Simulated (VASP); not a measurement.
Set up this calculation in VASP 6.6.1, as the native input.

| Property | Result |
| --- | --- |
| Task | single point |
| Functional | PBE |
| Potentials or basis | VASP PAW PBE potentials, release 64 (Ru_pv) |
| Cutoff | 520 eV |
| k mesh | 18 × 18 × 18 |
| Occupations | gaussian, width 0.1 eV |
| Spin | no spin polarisation |
| Dipole correction | no |
| Further INCAR settings | ALGO = Normal; EDIFF = 1e-07; NBANDS = 13 |

The structure of Ru lies in POSCAR:

```
Ru
1.0
    0.0000000000      1.9051365324      1.9051365324
    1.9051365324      0.0000000000      1.9051365324
    1.9051365324      1.9051365324      0.0000000000
Ru
1
Direct
    0.0000000000      0.0000000000      0.0000000000
```

This isn't the form of Ru at room conditions, which is hcp.

These files were run (other wordings do the same):

INCAR

```
SYSTEM = Ru
PREC = Accurate
ENCUT = 520
EDIFF = 1E-7
ISMEAR = 0
SIGMA = 0.1
LREAL = .FALSE.
LASPH = .TRUE.
NELM = 100
ALGO = Normal
ISIF = 2
LWAVE = .FALSE.
LCHARG = .FALSE.
GGA = PE
NBANDS = 13
```

KPOINTS

```
regular mesh
0
G
  18 18 18
  0 0 0
```

Potentials or basis: VASP PAW PBE potentials, release 64 (Ru_pv).

Run with:

```console
$ cat potpaw_PBE.64/Ru_pv/POTCAR > POTCAR
$ mpirun -np 1 vasp_std > vasp.out
```

It gave:

```yaml
Pressure: -0.1 GPa
Band_gap_on_the_k_mesh: zero (bands 7 and 8 overlap by 3.34 eV)
```

Run time: 9.9 s on 1 thread of Intel(R) Xeon(R) 6975P-C (Granite Rapids), with other jobs on the host, peak memory 0.15 GiB.
